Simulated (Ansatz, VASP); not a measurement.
P in VASP and in Ansatz

POSCAR

```
P
1.0
    4.6275012813      0.0000000000      0.0000000000
    0.0000000000      3.2918675517      0.0000000000
    0.0000000000      0.0000000000     27.8195791164
P
4
Direct
    0.0912381700      0.0000000000      0.3789328400
    0.4087618300      0.5000000000      0.3789328400
    0.5912381700      0.5000000000      0.3040393905
    0.9087618300      0.0000000000      0.3040393905
```

Contents of INCAR.step1:

```
SYSTEM = P
ALGO = Normal
DIPOL = 0.5 0.5 0.341
EDIFF = 1E-4
ENCUT = 520
GGA = PE
IDIPOL = 3
ISMEAR = 0
LASPH = .True.
LCHARG = .False.
LDIPOL = .True.
LREAL = .False.
LWAVE = .True.
NBANDS = 18
NELM = 80
PREC = Accurate
SIGMA = 0.01
```

File INCAR.step2:

```
SYSTEM = P
ALGO = Normal
DIPOL = 0.5 0.5 0.341
EDIFF = 1E-6
ENCUT = 520
IDIPOL = 3
ISIF = 2
ISMEAR = 0
ISTART = 1
LASPH = .True.
LCHARG = .True.
LDIPOL = .True.
LELF = .True.
LMIXTAU = .True.
LREAL = .False.
LVACPOTAV = .True.
LVHAR = .True.
LWAVE = .False.
METAGGA = R2SCAN
NBANDS = 18
NELM = 80
PREC = Accurate
SIGMA = 0.01
```

The input KPOINTS:

```
k-points
0
Gamma
  6 8 1
  0 0 0
```

Input for Ansatz:

```yaml
crystal:
  lattice:
    - [4.6275012813, 0.0, 0.0]
    - [0.0, 3.2918675517, 0.0]
    - [0.0, 0.0, 27.8195791164]
  atoms:
    - { symbol: P, position: [0.09123817, 0.0, 0.37893284] }
    - { symbol: P, position: [0.40876183, 0.5, 0.37893284] }
    - { symbol: P, position: [0.59123817, 0.5, 0.3040393905] }
    - { symbol: P, position: [0.90876183, 0.0, 0.3040393905] }
  periodic: [true, true, false]
kpoints:
  mp_grid: { grid: [6, 8, 1] }
  band_path:
    path:
      - [0.0, 0.0, 0.0]
      - [0.5, 0.0, 0.0]
      - [0.5, 0.5, 0.0]
      - [0.0, 0.5, 0.0]
      - [0.0, -0.049479, 0.0]
    npoints: 1
hamiltonian:
  xc: r2scan
scf:
  occupations: { method: fixed }
  n_extra_bands: 5
output:
  forces: true
  stress: true
  eigenvalues: true
  write_density: true
  write_potential: true
  elf: true
  volumetric_format: npy
```

Alike in both runs: task single point; functional r2SCAN; k mesh 6 × 8 × 1; no spin polarisation.

```csv
,VASP,Ansatz
version,VASP 6.6.1,Ansatz 0.2.0
potentials or method,"VASP PAW PBE potentials, release 64 (P)","plane waves, PAW"
plane-wave cutoff (eV),520,500
occupations,"gaussian, width 0.01 eV",fixed
valence electrons in the cell,20,20
```

Ansatz gave:

```
gap on the k mesh at the Fermi level (eV) : 1.09
rms of the force components (eV/Å)        : 0.001
```

Task: Estimate VASP's values.

Result: gap on the k mesh at the Fermi level (eV): 1.12; rms of the force components (eV/Å): 0.057.

VASP's potentials were made for PBE, not for r2SCAN. Atom by atom the forces differ by 0.057 eV/Å (rms over components). Ansatz's warnings: xc potential rough in thin density.
